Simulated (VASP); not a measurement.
Ge3Pd:

```xyz
4
Lattice="4.0243 0.0000 0.0000 0.0000 4.0243 0.0000 0.0000 0.0000 3.9829" Properties=species:S:1:pos:R:3 pbc="T T T"
Ge    0.0000    2.0122    1.9915
Ge    2.0122    0.0000    1.9915
Ge    2.0122    2.0122    0.0000
Pd    0.0000    0.0000    0.0000
```

* Program: VASP 6.6.1
* Task: relaxation of cell and atoms
* Functional: PBE
* Potentials or basis: VASP PAW PBE potentials, release 64 (Ge_d, Pd)
* Cutoff: 600 eV
* k mesh: 4 × 4 × 4
* Occupations: gaussian, width 0.1 eV
* Spin: no spin polarisation

At the start: pressure 10.1 GPa; volume 16.13 Å³/atom.

Problem. How do energy, volume and symmetry change on relaxing?

Solution. Over 3 steps the energy falls by 46.6 meV/atom and the volume is 17.72 Å³/atom (+9.9 %); space group Pm-3m (No. 221, to 0.05 Å).

The path:
| step | energy change (eV) | largest force (eV/Å) | pressure (GPa) | volume (Å³) |
| --- | --- | --- | --- | --- |
| 1 | 0.0000 | 0.0000 | 10.12 | 64.50 |
| 2 | -0.1388 | 0.0000 | -4.01 | 74.48 |
| 3 | -0.1863 | 0.0000 | 0.04 | 70.87 |

Final structure:
```xyz
4
Lattice="4.1525 0.0000 0.0000 0.0000 4.1525 0.0000 0.0000 0.0000 4.1099" Properties=species:S:1:pos:R:3 pbc="T T T"
Ge    0.0000    2.0762    2.0550
Ge    2.0762    0.0000    2.0550
Ge    2.0762    2.0762    0.0000
Pd    0.0000    0.0000    0.0000
```

Caveat: the k points lie up to 0.38 Å⁻¹ apart in the final cell.
